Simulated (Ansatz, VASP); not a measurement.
## Two plane-wave programs on Lu

INCAR

```
PREC = Accurate
ENCUT = 520
EDIFF = 1E-8
ISMEAR = -1
SIGMA = 0.03
LREAL = F
LASPH = T
NELM = 60
ALGO = Normal
ISIF = 2
LWAVE = F
LCHARG = F
GGA = PS
LEFG = T
NBANDS = 32
```

File KPOINTS:

```
regular mesh
0
Gamma
  13 13 8
```

File POSCAR:

```
Lu
1.0
    3.4624620083      0.0000000000      0.0000000000
   -1.7312310041      2.9985800589      0.0000000000
    0.0000000000      0.0000000000      5.4913664532
Lu
2
Direct
    0.3333333333      0.6666666667      0.2500000000
    0.6666666667      0.3333333333      0.7500000000
```

Input for Ansatz:

```yaml
crystal:
  lattice:
    - [3.4624620083, 0.0, 0.0]
    - [-1.7312310041, 2.9985800589, 0.0]
    - [0.0, 0.0, 5.4913664532]
  atoms:
    - { symbol: Lu, position: [0.3333333333, 0.6666666667, 0.25] }
    - { symbol: Lu, position: [0.6666666667, 0.3333333333, 0.75] }
kpoints:
  mp_grid: { grid: [13, 13, 8] }
scf:
  occupations: { method: fermi_dirac, width: 0.03 }
hamiltonian:
  xc: pbesol
  pseudopotentials: { kind: paw }
output:
  forces: true
  stress: true
  eigenvalues: true
  efg: { contact_densities: true }
```

Change from the starting cell: volume scaled by 0.96, PAW files.

Alike in both runs: task electric field gradients; functional PBEsol; k mesh 13 × 13 × 8; occupations fermi-dirac, width 0.03 eV; no spin polarisation.

```csv
,VASP,Ansatz
version,VASP 6.6.1,Ansatz 0.2.0
potentials or method,"VASP PAW PBE potentials, release 64 (Lu)","PAW with Ansatz's default frozen-core files, scalar-relativistic"
plane-wave cutoff (eV),520,420
valence electrons in the cell,50,50
```

|  | VASP | Ansatz | Ansatz less VASP |
| --- | --- | --- | --- |
| pressure (GPa) | -1.6 | -1.7 | -0.13 |
| traceless stress, the component that is largest in VASP (GPa) | -1.00 | -0.99 | +0.007 |
| size of Vzz on the site where it differs most (V/Å²) | 63.7 | 55.3 | -8.43 |

VASP's potentials were made for PBE, not for PBEsol. The functional is the same, so the differences come from potentials, cutoffs and numerics.

Spin-orbit coupling is off throughout.
